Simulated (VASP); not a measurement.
A run of VASP 6.6.1 is set up as follows.

File INCAR:

```
SYSTEM = ZnSe
  PREC = Accurate
  ENCUT = 520
  EDIFF = 1E-6
  ISMEAR = 0
  SIGMA = 0.05
  LREAL = Auto
  LASPH = .True.
  NELM = 80
  ALGO = Normal
  ISIF = 2
  LWAVE = .False.
  LCHARG = .False.
  GGA = PE
  NBANDS = 106
```

KPOINTS

```
Automatic mesh
0
Gamma
  1 1 7
  0 0 0
```

Contents of POSCAR:

```
ZnSe
1.0
   15.2000000000      0.0000000000      0.0000000000
    0.0000000000     15.2000000000      0.0000000000
    0.0000000000      0.0000000000      7.0826552580
Zn Se
10 10
Direct
    0.7069103268      0.5000000000      0.6666666667
    0.5639388073      0.6967834146      0.6666666667
    0.6673939707      0.6216188386      0.1666666667
    0.3326060293      0.6216188386      0.6666666667
    0.4360611927      0.6967834146      0.1666666667
    0.3326060293      0.3783811614      0.6666666667
    0.2930896732      0.5000000000      0.1666666667
    0.5639388073      0.3032165854      0.6666666667
    0.4360611927      0.3032165854      0.1666666667
    0.6673939707      0.3783811614      0.1666666667
    0.6789994738      0.6300507302      0.8333333333
    0.7212555175      0.5000000000      0.3333333333
    0.4316282850      0.7104265017      0.8333333333
    0.5683717150      0.7104265017      0.3333333333
    0.2787444825      0.5000000000      0.8333333333
    0.3210005262      0.6300507302      0.3333333333
    0.4316282850      0.2895734983      0.8333333333
    0.3210005262      0.3699492698      0.3333333333
    0.6789994738      0.3699492698      0.8333333333
    0.5683717150      0.2895734983      0.3333333333
```

Potentials or basis: VASP PAW PBE potentials, release 64 (Zn, Se).

Run with:

```bash
$ cat potpaw_PBE.64/Zn/POTCAR potpaw_PBE.64/Se/POTCAR > POTCAR
$ mpirun -np 1 vasp_std > vasp.out
```

(1) Estimate the largest force.

(2) What does it give for the band gap on the k mesh?

## Answers

(1) 1.041 eV/Å.

(2) 1.78 eV.
